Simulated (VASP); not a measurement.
I: relaxation of cell and atoms with PBE

Crystal: I.

```
CELL_PARAMETERS angstrom
3.59000 0.00000 0.00000
-1.79500 3.10903 0.00000
0.00000 0.00000 5.86247
ATOMIC_POSITIONS crystal
I 0.33333 0.66667 0.25000
I 0.66667 0.33333 0.75000
```

```
Program                : VASP 6.6.1
Task                   : relaxation of cell and atoms
Functional             : PBE
Potentials or basis    : VASP PAW PBE potentials, release 64 (I)
Cutoff                 : 600 eV
k mesh                 : 6 × 6 × 3
Occupations            : fermi-dirac, width 0.02 eV
Spin                   : no spin polarisation
Target pressure        : 10 GPa
Dipole correction      : no
Further INCAR settings : ALGO = Normal; EDIFF = 1e-06; IBRION = 2; EDIFFG = -0.03; NSW = 50; ISIF = 3
```

```yaml
Relaxed_volume: 29.11 Å³/atom
Relaxed_cell: a = 3.727 Å, b = 3.727 Å, c = 4.839 Å, α = 90.00°, β = 90.00°, γ = 120.00°
Space_group_after_relaxing_to_0.1_Å: P6_3/mmc (No. 194)
Energy_change_on_relaxing_the_run_minimises_the_enthalpy: -13.5 meV/atom
Ionic_steps: 14
Pressure_after_relaxing: 10.0 GPa
Band_gap_on_the_k_mesh: zero (bands 7 and 8 overlap by 1.80 eV)
```

Step by step:
```
step  energy change (eV)  largest force (eV/Å)  pressure (GPa)  volume (Å³)
   1              0.0000                0.0000            2.54        65.43
   2              0.6657                0.0000           16.85        52.03
   3              0.3241                0.0000           10.32        56.26
   4              0.3119                0.0000           11.91        54.97
   5              0.8154                0.0000           25.11        50.42
   6              0.3307                0.0000           13.75        53.98
   7              0.1550                0.0000           11.28        56.15
   8             -0.0305                0.0000            9.08        58.48
   9             -0.2513                0.0000            6.04        63.12
  10             -0.0821                0.0000            8.46        59.26
  11             -0.0800                0.0000            9.42        59.22
  12             -0.0878                0.0000            8.89        59.25
  13             -0.0208                0.0000           10.13        58.12
  14             -0.0271                0.0000           10.02        58.22
```

Final structure:
```
I
1.0
     3.72727    0.00000    0.00000
    -1.86364    3.22791    0.00000
     0.00000    0.00000    4.83892
I
2
Direct
  0.33333 0.66667 0.25000
  0.66667 0.33333 0.75000
```

Levels at points of the mesh, in eV from the Fermi level:
```
           k point  band 5  band 6  band 7  band 8  band 9  band 10
(0.00, 0.00, 0.00)   -1.56    0.40    0.40    2.16    4.19     6.87
(0.50, 0.00, 0.00)   -3.15   -3.00   -1.80    0.52    3.50     6.89
```

It took 100 s on 1 thread of Intel(R) Xeon(R) 6975P-C (Granite Rapids), with other jobs on the host, peak memory 0.2 GiB.

Caveat: the cell is relaxed towards a set pressure, so the run minimises the enthalpy, not the energy; a cell axis changed by over 15 % at a fixed basis, so the end point is rough; spin-orbit coupling is left out, which moves the levels of the heavy elements.
